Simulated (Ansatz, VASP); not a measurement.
One calculation of Be7Te, two programs

```
CELL_PARAMETERS angstrom
5.48572 0.00000 0.00000
-2.74286 4.75078 0.00000
0.00000 0.00000 3.55900
ATOMIC_POSITIONS crystal
Be 0.95049 0.47525 0.00000
Be 0.52475 0.04951 0.00000
Be 0.52475 0.47525 0.00000
Be 0.20956 0.79044 0.50000
Be 0.20956 0.41911 0.50000
Be 0.58089 0.79044 0.50000
Be 0.66667 0.33333 0.50000
Te 0.00000 0.00000 0.00000
```

Change from the starting cell: species swapped into the YMg7 type (P-6m2, No. 187).

Alike in both runs: functional PBE; k mesh 6 × 6 × 4; occupations gaussian, width 0.1 eV; no spin polarisation.

Ansatz relaxed the structure, and its values are those at the end. VASP's run is a single point on that final structure, the one shown.

|  | VASP | Ansatz |
| --- | --- | --- |
| version | VASP 6.6.1 | Ansatz 0.2.0 |
| potentials or method | VASP PAW PBE potentials, release 64 (Be, Te), cutoff 520 eV | scalar-relativistic, plane waves, PAW |
| valence electrons in the cell | 20 | 30 |

```csv
,VASP,Ansatz,Ansatz less VASP
gap on the k mesh at the Fermi level (eV),none,none,-
pressure (GPa),0.1,0.0,-0.10
rms of the force components (eV/Å),0.006,0.002,-0.0043
```

A gap of «none» marks a metal or a gap that the smearing closes. VASP's potentials hold 20 valence electrons a cell and Ansatz's 30, so a difference there can come from the potentials and not from the codes.

The k mesh is coarse, so the values compare programs but aren't converged. Spin-orbit coupling is off throughout.
